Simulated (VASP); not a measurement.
BP: single point with r2SCAN

Crystal: BP.

```
CELL_PARAMETERS angstrom
0.00000 2.54699 1.80073
2.54699 0.00000 1.80073
2.54699 2.54699 0.00000
ATOMIC_POSITIONS crystal
B 0.00000 0.00000 0.00000
P 0.75000 0.75000 0.75000
```

This cell differs from its parent crystal: ratio of the length along z to the lengths across it x 0.707, volume and fractional coordinates fixed.

```yaml
Program: VASP 6.6.1
Task: single point
Functional: r2SCAN
Potentials_or_basis: VASP PAW PBE potentials, release 64 (B, P)
Cutoff: 520 eV
k_mesh: 12 × 12 × 12
Occupations: gaussian, width 0.05 eV
Spin: no spin polarisation
Dipole_correction: no
Further_INCAR_settings: ALGO = Normal; EDIFF = 1e-06; NBANDS = 11
```

The pressure is -4.7 GPa and the band gap on the k mesh is zero (bands 4 and 5 overlap by 3.39 eV).

Stress tensor (GPa, compression positive):
```
-20.72   0.00   0.00
  0.00 -20.72   0.00
  0.00   0.00  27.39
```

Levels at points of the mesh, in eV from the Fermi level:
```csv
k point,band 1,band 2,band 3,band 4,band 5,band 6,band 7,band 8
"(0.00, 0.00, 0.00)",-16.22,-0.81,-0.81,1.95,3.05,5.28,5.28,6.74
"(0.50, 0.00, 0.00)",-12.42,-9.26,-3.44,-0.59,1.33,3.55,8.26,11.81
"(0.50, 0.50, 0.00)",-9.03,-6.67,-6.31,-6.31,-0.58,-0.48,12.72,12.72
"(0.50, 0.00, 0.50)",-12.05,-10.02,-2.63,-2.13,3.84,4.21,8.39,10.49
```

Wall time 51 s on 1 thread of Intel(R) Xeon(R) 6975P-C (Granite Rapids), on a shared host, peak memory 0.17 GiB.

Caveat: the stress differs along the axes, from -21 to 27 GPa; the PAW data sets were made with another functional, which shifts forces and pressure a little.
